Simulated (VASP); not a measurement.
# Al5GaN6 (an interface model) in VASP: settings compared, part 2 of 3

VASP 6.6.1. The steps go on from the part before.

## Step 3: Single point, PBEsol

Input file INCAR:

```
SYSTEM = Al5GaN6
  ALGO = Normal
  EDIFF = 1E-6
  ENCUT = 520
  GGA = PS
  ISIF = 2
  ISMEAR = -1
  LASPH = .True.
  LCHARG = .False.
  LREAL = .False.
  LWAVE = .False.
  NBANDS = 41
  NELM = 80
  PREC = Accurate
  SIGMA = 0.05
```

Input file KPOINTS:

```
k-points
0
Gamma
  4 4 1
  0 0 0
```

Input file POSCAR:

```
Al5GaN6
1.0
    3.1138160000      0.0000000000      0.0000000000
   -1.5569080000      2.6966440000      0.0000000000
    0.0000000000      0.0000000000     15.3182020000
Ga Al N
1 5 6
Direct
    0.6923950000      0.3381750000      0.1703240000
    0.6783420000      0.3465920000      0.5116130000
    0.6626440000      0.3300660000      0.8397760000
    0.3432610000      0.6683490000      0.3434050000
    0.3578020000      0.6787350000      0.6736190000
    0.3510800000      0.6726870000      0.0020740000
    0.3407330000      0.6669740000      0.1271510000
    0.3265890000      0.6476450000      0.4674160000
    0.3305660000      0.6454280000      0.7982360000
    0.6777930000      0.3390520000      0.2999120000
    0.6533510000      0.3234150000      0.6361910000
    0.6536610000      0.3160130000      0.9654530000
```

Potentials or basis: VASP PAW PBE potentials, release 64 (Ga_d, Al, N).

Started as:

```bash
$ cat potpaw_PBE.64/Ga_d/POTCAR potpaw_PBE.64/Al/POTCAR potpaw_PBE.64/N/POTCAR > POTCAR
$ mpirun -np 1 vasp_std > vasp.out
```

OUTCAR:

```text
SYSTEM = Al5GaN6
   EDIFF = 1E-6
   ENCUT = 520
   GGA = PS
   ISIF = 2
   ISMEAR = -1
   LASPH = .True.
   LREAL = .False.
   NELM = 80
   PREC = Accurate

 ion  position               nearest neighbor table
   1  0.692  0.338  0.170-   7 1.87   7 1.93   7 1.95  10 1.99   6 3.13   6 3.14
   2  0.678  0.347  0.512-   8 1.88   8 1.89  11 1.91   8 2.00   5 3.04   5 3.07   5 3.08   4 3.13
                             4 3.14   4 3.16
   3  0.663  0.330  0.840-   9 1.86   9 1.91  12 1.93   9 1.95   6 3.05   6 3.05   5 3.09   5 3.10
                             6 3.10   5 3.16
   4  0.343  0.668  0.343-   8 1.90  10 1.91  10 1.91  10 1.93   2 3.13   2 3.14   2 3.16
   5  0.358  0.679  0.674-  11 1.83  11 1.85   9 1.91  11 1.98   2 3.04   2 3.07   2 3.08   3 3.09
                             3 3.10   3 3.16
   6  0.351  0.673  0.002-  12 1.82  12 1.87   7 1.92  12 1.96   3 3.05   3 3.05   3 3.10   1 3.13
                             1 3.14
   7  0.341  0.667  0.127-   1 1.87   6 1.92   1 1.93   1 1.95
   8  0.327  0.648  0.467-   2 1.88   2 1.89   4 1.90   2 2.00
   9  0.331  0.645  0.798-   3 1.86   3 1.91   5 1.91   3 1.95
  10  0.678  0.339  0.300-   4 1.91   4 1.91   4 1.93   1 1.99
  11  0.653  0.323  0.636-   5 1.83   5 1.85   2 1.91   5 1.98
  12  0.654  0.316  0.965-   6 1.82   6 1.87   3 1.93   6 1.96

  LATTYP: Found a hexagonal cell.
 ALAT       =     3.1138160000
 C/A-ratio  =     4.9194306921

  Lattice vectors:

 A1 = (   3.1138160000,   0.0000000000,   0.0000000000)
 A2 = (  -1.5569080000,   2.6966440000,   0.0000000000)
 A3 = (   0.0000000000,   0.0000000000,  15.3182020000)

Analysis of symmetry for initial positions (statically):
=====================================================================
 Subroutine PRICEL returns:
 Original cell was already a primitive cell.

 Routine SETGRP: Setting up the symmetry group for a
 hexagonal supercell.

 Subroutine GETGRP returns: Found  1 space group operations
 (whereof  1 operations were pure point group operations)
 out of a pool of 24 trial point group operations.

The static configuration has the point symmetry C_1 .

Analysis of symmetry for dynamics (positions and initial velocities):
=====================================================================
 Subroutine PRICEL returns:
 Original cell was already a primitive cell.

 Routine SETGRP: Setting up the symmetry group for a
 hexagonal supercell.

 Subroutine GETGRP returns: Found  1 space group operations
 (whereof  1 operations were pure point group operations)
 out of a pool of 24 trial point group operations.

The dynamic configuration has the point symmetry C_1 .

 Subroutine INISYM returns: Found  1 space group operations
 (whereof  1 operations are pure point group operations),
 and found     1 'primitive' translations

----------------------------------------------------------------------------------------

                                     Primitive cell

  volume of cell :     128.6247

  direct lattice vectors                    reciprocal lattice vectors
     3.113816000  0.000000000  0.000000000     0.321149355  0.185415650  0.000000000
    -1.556908000  2.696644000  0.000000000     0.000000000  0.370831300  0.000000000
[... 73 lines left out ...]
   number of dos      NEDOS =    301   number of ions     NIONS =     12
   total plane-waves  NPLWV =  69120
   dimension x,y,z NGX =    24 NGY =   24 NGZ =  120
   dimension x,y,z NGXF=    48 NGYF=   48 NGZF=  240
   ions per type =               1   5   6
   NGX,Y,Z   is equivalent  to a cutoff of  12.81, 12.81, 13.02 a.u.
   NGXF,Y,Z  is equivalent  to a cutoff of  25.63, 25.63, 26.05 a.u.
 SYSTEM =  Al5GaN6
   PREC   = accura    normal or accurate (medium, high low for compatibility)
   ISTART =      0    job   : 0-new  1-cont  2-samecut
   ICHARG =      2    charge: 1-file 2-atom 10-const
   ISPIN  =      1    spin polarized calculation?
   LNONCOLLINEAR =      F non collinear calculations
   LSORBIT =      F    spin-orbit coupling
   LASPH  =      T    aspherical Exc in radial PAW
   ENCUT  =  520.0 eV  38.22 Ry    6.18 a.u.   5.79  5.79 28.48*2*pi/ulx,y,z
   NELM   =     80;   NELMIN=  2; NELMDL= -5     # of ELM steps
   EDIFF  = 0.1E-05   stopping-criterion for ELM
   LREAL  =      F    real-space projection
   EDIFFG = 0.1E-04   stopping-criterion for IOM
   NSW    =      0    number of steps for IOM
   IBRION =     -1    ionic relax: 0-MD 1-quasi-New 2-CG
   NFREE  =      0    steps in history (QN), initial steepest desc. (CG)
   ISIF   =      2    stress and relaxation
   ISYM   =      2    0-nonsym 1-usesym 2-fastsym
   POTIM  = 0.5000    time-step for ionic-motion
   TEBEG  =    0.0;   TEEND  =   0.0 temperature during run
   PSTRESS=    0.0 pullay stress
   NELECT =      58.0000    total number of electrons
   NUPDOWN=      -1.0000    fix difference up-down
   EMIN   =  10.00;   EMAX   =-10.00  energy-range for DOS
   EFERMI =   0.00;   METHOD = LEGACY
   ISMEAR =    -1;   SIGMA  =   0.05  broadening in eV -4-tet -1-fermi 0-gaus
   EFERMI_NEDOS =   21; number of points for ismear=-14 and -15
   IALGO  =     38    algorithm
   IMIX   =      4    mixing-type and parameters
     AMIX     =   0.40;   BMIX     =  1.00
     AMIX_MAG =   1.60;   BMIX_MAG =  1.00
  volume/ion in A,a.u.               =      10.72        72.33
  Fermi-wavevector in a.u.,A,eV,Ry     =   1.255382  2.372329 21.442578  1.575985
  Thomas-Fermi vector in A             =   2.389142
   LORBIT       =      0    0 simple, 1 ext, 2 COOP (PROOUT), +10 PAW based schemes
   GGA     = PS    functional components
   LHFCALC =     F    Hartree Fock is set to
   AEXX    =    0.0000 exact exchange contribution
   IVDW    =     0    specifies the selected vdW correction
   LEPSILON=     F    determine dielectric tensor
   LRPA    =     F    only Hartree local field effects (RPA)
 non-spin polarized calculation
  energy-cutoff  :      520.00
  volume of cell :      128.62
 maximum number of plane-waves:      3472
   NGX = 11   NGY = 11   NGZ = 57

 number of electron      58.0000008 magnetization

 Free energy of the ion-electron system (eV)
  ---------------------------------------------------
  ext. energy  EPLUGINS =         0.00000000
  ---------------------------------------------------
  free energy    TOTEN  =       -90.89516635 eV

  energy without entropy =      -90.89516635  energy(sigma->0) =      -90.89516635

 E-fermi :   7.5549     XC(G=0): -11.2009

 val. band max:        6.4309575694   @ k =   0.0000   0.0000   0.0000
 cond. band min:       9.3635473539   @ k =   0.0000   0.0000   0.0000
 fundamental gap:      2.9325897845
 Fermi energy:         7.5548517803

 k-point     1 :       0.0000    0.0000    0.0000
  band No.  band energies     occupation
      1      -9.5214      2.00000
      2      -9.2213      2.00000
      3      -8.8902      2.00000
      4      -8.3390      2.00000
      5      -7.9428      2.00000
      6      -7.6330      2.00000
[... 429 lines left out ...]
     40      14.9746      0.00000
     41      15.5171      0.00000

------------------------ aborting loop because EDIFF is reached ----------------------------------------

  FORCE on cell =-STRESS in cart. coord.  units (eV):
  Direction    XX          YY          ZZ          XY          YZ          ZX
  --------------------------------------------------------------------------------------
  -------------------------------------------------------------------------------------
  Total        0.9553016      0.9206063     -4.4828681     -1.0466062     -1.2846434     -0.7953007
  in kB       11.8994456     11.4672734    -55.8395865    -13.0367561    -16.0017999     -9.9064393
  external PRESSURE =     -10.8242892 kB  Pullay stress =       0.0000000 kB

 VOLUME and BASIS-vectors are now :
 -----------------------------------------------------------------------------
  energy-cutoff  :      520.00
  volume of cell :      128.62
      direct lattice vectors                 reciprocal lattice vectors
     3.113816000  0.000000000  0.000000000     0.321149355  0.185415650  0.000000000
    -1.556908000  2.696644000  0.000000000     0.000000000  0.370831300  0.000000000
     0.000000000  0.000000000 15.318202000     0.000000000  0.000000000  0.065281813

 POSITION                                       TOTAL-FORCE (eV/Angst)
 -----------------------------------------------------------------------------------
      1.62948      0.91194      2.60906        -0.771168     -0.232599      0.623273
      1.57262      0.93464      7.83699        -0.145092     -0.935517     -0.889551
      1.54947      0.89007     12.86386         0.490404     -0.602606     -0.134977
      0.02829      1.80230      5.26035        -0.054852      0.066375     -0.996037
      0.05740      1.83031     10.31863        -1.008729     -0.893734      0.675502
      0.04589      1.81400      0.03177        -0.704308     -0.958071      0.820477
      0.02256      1.79859      1.94772         0.713858      0.232413     -0.418680
      0.00861      1.74647      7.15997         0.136322      0.924217      0.893951
      0.02445      1.74049     12.22754        -0.449567      0.710998      0.261712
      1.58265      0.91430      4.59411         0.070893     -0.141708      0.711745
      1.53089      0.87214      9.74530         1.018051      0.826177     -0.622333
      1.54338      0.85217     14.78900         0.704187      1.004056     -0.925080
 -----------------------------------------------------------------------------------
    total drift:                               -0.000287     -0.000109      0.002015

  FREE ENERGIE OF THE ION-ELECTRON SYSTEM (eV)
  ---------------------------------------------------
  free  energy   TOTEN  =       -90.8951663470 eV

  energy  without entropy=      -90.8951663470  energy(sigma->0) =      -90.89516635
```

Wall time 36 s (1 thread of Intel Xeon 6975P-C (Granite Rapids), shared host); peak memory 0.25 GiB.

What came out:

```yaml
Free_energy: -90.8952 eV
Pressure: -1.1 GPa
Largest_force: 1.536 eV/Å
Band_gap_on_the_k_mesh: 2.93 eV, direct
```

Forces in eV/Å, atoms in the order of the input:
```
Ga  -0.771 -0.233  0.623
Al  -0.145 -0.936 -0.890
Al   0.490 -0.603 -0.135
Al  -0.055  0.066 -0.996
Al  -1.009 -0.894  0.676
Al  -0.704 -0.958  0.820
N    0.714  0.232 -0.419
N    0.136  0.924  0.894
N   -0.450  0.711  0.262
N    0.071 -0.142  0.712
N    1.018  0.826 -0.622
N    0.704  1.004 -0.925
```

Stress tensor (GPa, compression positive):
```
 1.19 -1.30 -0.99
-1.30  1.15 -1.60
-0.99 -1.60 -5.58
```

Caveat: the k points lie up to 0.58 Å⁻¹ apart; the PAW data sets were made with another functional, which shifts forces and pressure a little.

## Step 4: Single point, PBEsol

Input file INCAR:

```
SYSTEM = Al5GaN6
  ALGO = Normal
  EDIFF = 1E-6
  ENCUT = 520
  GGA = PS
  ISIF = 2
  ISMEAR = 0
  LASPH = .TRUE.
  LCHARG = .FALSE.
  LREAL = .FALSE.
  LWAVE = .FALSE.
  NBANDS = 41
  NELM = 80
  PREC = Accurate
  SIGMA = 0.01
```

Input file KPOINTS:

```
k-points
0
G
  4 4 1
  0 0 0
```

POSCAR is that of step 3.

Started as:

```bash
$ cat potpaw_PBE.64/Ga_d/POTCAR potpaw_PBE.64/Al/POTCAR potpaw_PBE.64/N/POTCAR > POTCAR
$ mpirun -np 1 vasp_std > vasp.out
```

It took 31 s on 1 thread of Intel Xeon 6975P-C (Granite Rapids), shared host; peak memory 0.26 GiB.

Results (log left out):

| Item | Value |
| --- | --- |
| Free energy | -90.8952 eV |
| Pressure | -1.1 GPa |
| Largest force | 1.536 eV/Å |
| Band gap on the k mesh | 2.93 eV, direct |

Forces in eV/Å, atoms in the order of the input:
```
Ga  -0.771 -0.233  0.623
Al  -0.145 -0.936 -0.890
Al   0.490 -0.603 -0.135
Al  -0.055  0.066 -0.996
Al  -1.009 -0.894  0.676
Al  -0.704 -0.958  0.820
N    0.714  0.232 -0.419
N    0.136  0.924  0.894
N   -0.450  0.711  0.262
N    0.071 -0.142  0.712
N    1.018  0.826 -0.622
N    0.704  1.004 -0.925
```

Stress tensor (GPa, compression positive):
```
 1.19 -1.30 -0.99
-1.30  1.15 -1.60
-0.99 -1.60 -5.58
```

Levels at points of the mesh, in eV from the valence-band top:
```
           k point  band 26  band 27  band 28  band 29  band 30  band 31  band 32  band 33
(0.00, 0.00, 0.00)    -0.67    -0.65    -0.17     0.00     2.93     4.31     4.58     5.52
(0.50, 0.00, 0.00)    -1.84    -1.74    -1.70    -1.06     3.70     3.94     4.67     4.82
(0.00, 0.50, 0.00)    -1.86    -1.72    -1.61    -1.08     3.70     3.93     4.68     4.75
(0.50, 0.50, 0.00)    -1.79    -1.68    -1.63    -1.06     3.71     3.98     4.59     4.71
```

Caveat: the k points lie up to 0.58 Å⁻¹ apart; the PAW data sets were made with another functional, which shifts forces and pressure a little.

## Step 5: Single point, PBE

Input file INCAR:

```
  PREC = Accurate
  ENCUT = 520
  EDIFF = 1E-6
  ISMEAR = -1
  SIGMA = 0.05
  LREAL = False
  LASPH = True
  NELM = 60
  ALGO = Normal
  ISIF = 2
  LWAVE = False
  LCHARG = False
  GGA = PE
  NBANDS = 41
```

Input file KPOINTS:

```
Automatic mesh
0
Gamma
  4 4 1
```

POSCAR is that of step 4.

Potentials or basis: VASP PAW PBE potentials, release 64 (Ga_d, Al, N).

Started as:

```bash
$ cat potpaw_PBE.64/Ga_d/POTCAR potpaw_PBE.64/Al/POTCAR potpaw_PBE.64/N/POTCAR > POTCAR
$ mpirun -np 1 vasp_std > vasp.out
```

OUTCAR:

```text
PREC = Accurate
   ENCUT = 520
   EDIFF = 1E-6
   ISMEAR = -1
   LREAL = False
   LASPH = True
   NELM = 60
   ISIF = 2
   GGA = PE

 ion  position               nearest neighbor table
   1  0.692  0.338  0.170-   7 1.87   7 1.93   7 1.95  10 1.99   6 3.13   6 3.14
   2  0.678  0.347  0.512-   8 1.88   8 1.89  11 1.91   8 2.00   5 3.04   5 3.07   5 3.08   4 3.13
                             4 3.14   4 3.16
   3  0.663  0.330  0.840-   9 1.86   9 1.91  12 1.93   9 1.95   6 3.05   6 3.05   5 3.09   5 3.10
                             6 3.10   5 3.16
   4  0.343  0.668  0.343-   8 1.90  10 1.91  10 1.91  10 1.93   2 3.13   2 3.14   2 3.16
   5  0.358  0.679  0.674-  11 1.83  11 1.85   9 1.91  11 1.98   2 3.04   2 3.07   2 3.08   3 3.09
[... 657 lines left out ...]
  energy-cutoff  :      520.00
  volume of cell :      128.62
      direct lattice vectors                 reciprocal lattice vectors
     3.113816000  0.000000000  0.000000000     0.321149355  0.185415650  0.000000000
    -1.556908000  2.696644000  0.000000000     0.000000000  0.370831300  0.000000000
     0.000000000  0.000000000 15.318202000     0.000000000  0.000000000  0.065281813

 POSITION                                       TOTAL-FORCE (eV/Angst)
 -----------------------------------------------------------------------------------
      1.62948      0.91194      2.60906        -0.785338     -0.237311      0.648022
      1.57262      0.93464      7.83699        -0.145725     -0.936943     -0.894704
      1.54947      0.89007     12.86386         0.490103     -0.603036     -0.132735
      0.02829      1.80230      5.26035        -0.055234      0.065151     -0.982461
      0.05740      1.83031     10.31863        -1.009363     -0.895120      0.677792
      0.04589      1.81400      0.03177        -0.705072     -0.957638      0.823741
      0.02256      1.79859      1.94772         0.731171      0.236945     -0.591685
      0.00861      1.74647      7.15997         0.136483      0.926419      0.897658
      0.02445      1.74049     12.22754        -0.449708      0.713127      0.264258
      1.58265      0.91430      4.59411         0.067900     -0.142498      0.858217
      1.53089      0.87214      9.74530         1.019853      0.826325     -0.630580
      1.54338      0.85217     14.78900         0.704931      1.004579     -0.937522
 -----------------------------------------------------------------------------------
    total drift:                               -0.000281     -0.000139      0.002052

  FREE ENERGIE OF THE ION-ELECTRON SYSTEM (eV)
  ---------------------------------------------------
  free  energy   TOTEN  =       -86.0823051170 eV

  energy  without entropy=      -86.0823051169  energy(sigma->0) =      -86.08230512
```

OSZICAR:

```text
N       E                     dE             d eps       ncg     rms          rms(c)
DAV:   1     0.476515837685E+03    0.47652E+03   -0.25615E+04   885   0.162E+03
DAV:   2    -0.274527452851E+02   -0.50397E+03   -0.46592E+03   996   0.446E+02
DAV:   3    -0.966947006912E+02   -0.69242E+02   -0.68017E+02   935   0.139E+02
DAV:   4    -0.100033210216E+03   -0.33385E+01   -0.33186E+01  1060   0.343E+01
DAV:   5    -0.100120605423E+03   -0.87395E-01   -0.87253E-01  1048   0.529E+00    0.208E+01
DAV:   6    -0.859444099205E+02    0.14176E+02   -0.49839E+01  1176   0.458E+01    0.686E+00
DAV:   7    -0.861256533930E+02   -0.18124E+00   -0.34799E+00  1023   0.972E+00    0.509E+00
DAV:   8    -0.860995411849E+02    0.26112E-01   -0.35741E-01  1077   0.558E+00    0.900E-01
DAV:   9    -0.860809119905E+02    0.18629E-01   -0.91265E-02  1279   0.333E+00    0.461E-01
DAV:  10    -0.860813805231E+02   -0.46853E-03   -0.11399E-02  1132   0.600E-01    0.227E-01
DAV:  11    -0.860822516965E+02   -0.87117E-03   -0.12549E-03  1000   0.243E-01    0.838E-02
DAV:  12    -0.860822957086E+02   -0.44012E-04   -0.37242E-04  1155   0.192E-01    0.288E-02
DAV:  13    -0.860823059604E+02   -0.10252E-04   -0.10016E-04  1112   0.645E-02    0.209E-02
DAV:  14    -0.860823051170E+02    0.84338E-06   -0.83483E-06  1061   0.189E-02
   1 F= -.86082305E+02 E0= -.86082305E+02  d E =-.586555E-10
```

stdout:

```text
POSCAR found type information on POSCAR GaAlN
 POSCAR found :  3 types and      12 ions
 scaLAPACK will be used
 LDA part: xc-table for (Slater+PW92), standard interpolation
 POSCAR, INCAR and KPOINTS ok, starting setup
 FFT: planning ... GRIDC
 FFT: planning ... GRID_SOFT
 FFT: planning ... GRID
 WAVECAR not read
 entering main loop
```

Run time: 29 s. Hardware: 1 thread of Intel Xeon 6975P-C (Granite Rapids), shared host; peak memory 0.25 GiB.

Results:

| Item | Value |
| --- | --- |
| Free energy | -86.0823 eV |
| Pressure | 2.7 GPa |
| Largest force | 1.544 eV/Å |
| Band gap on the k mesh | 2.99 eV, direct |

Forces on the atoms (eV/Å):
```
Ga  -0.785 -0.237  0.648
Al  -0.146 -0.937 -0.895
Al   0.490 -0.603 -0.133
Al  -0.055  0.065 -0.982
Al  -1.009 -0.895  0.678
Al  -0.705 -0.958  0.824
N    0.731  0.237 -0.592
N    0.136  0.926  0.898
N   -0.450  0.713  0.264
N    0.068 -0.142  0.858
N    1.020  0.826 -0.631
N    0.705  1.005 -0.938
```

Caveat: the k points lie up to 0.58 Å⁻¹ apart.

(Continued in part 3 of 3.)
